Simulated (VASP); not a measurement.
Set up this calculation in VASP 6.6.1, as the native input.

- Task: single point
- Functional: PBE
- Potentials or basis: VASP PAW PBE potentials, release 64 (Al)
- Cutoff: 400 eV
- k mesh: 7 × 7 × 1
- Occupations: methfessel-paxton, width 0.1 eV
- Spin: no spin polarisation
- Dipole correction: yes
- Electric field (eV/Å): -0.3 eV/Å
- Further INCAR settings: ALGO = Normal; EDIFF = 1e-06; NBANDS = 12; NELMDL = -8; EFIELD = -0.3

The structure of Al lies in POSCAR:

```
Al
1.0
    2.8635066922      0.0000000000      0.0000000000
    0.0000000000      2.8635066922      0.0000000000
    0.0000000000      0.0000000000     16.0496100000
Al
3
Direct
    0.0000000000      0.0000000000      0.3738408597
    0.5000000000      0.5000000000      0.5000000000
    1.0000000000      0.0000000000      0.6261591403
```

One way to write it, as run:

INCAR

```
SYSTEM = Al
  ALGO = Normal
  DIPOL = 0.5 0.5 0.500
  EDIFF = 1E-6
  EFIELD = -0.3
  ENCUT = 400
  GGA = PE
  GGA_COMPAT = .FALSE.
  IDIPOL = 3
  ISIF = 2
  ISMEAR = 1
  LASPH = .TRUE.
  LCHARG = .FALSE.
  LDIPOL = .TRUE.
  LREAL = .FALSE.
  LWAVE = .FALSE.
  NBANDS = 12
  NELM = 120
  NELMDL = -8
  PREC = Accurate
  SIGMA = 0.1
```

KPOINTS

```
k-points
0
G
  7 7 1
  0 0 0
```

Potentials or basis: VASP PAW PBE potentials, release 64 (Al).

Launch:

```console
$ cat potpaw_PBE.64/Al/POTCAR > POTCAR
$ mpirun -np 1 vasp_std > vasp.out
```

It gave:

```yaml
Largest_force: 0.012 eV/Å
Band_gap_on_the_k_mesh: zero (an odd number of electrons rules out a gap without spin polarisation)
```

Run time: 16 s on 1 thread of Intel(R) Xeon(R) Platinum 8259CL CPU @ 2.50GHz (Skylake/Cascade Lake), with other jobs on the host, peak memory 0.18 GiB.
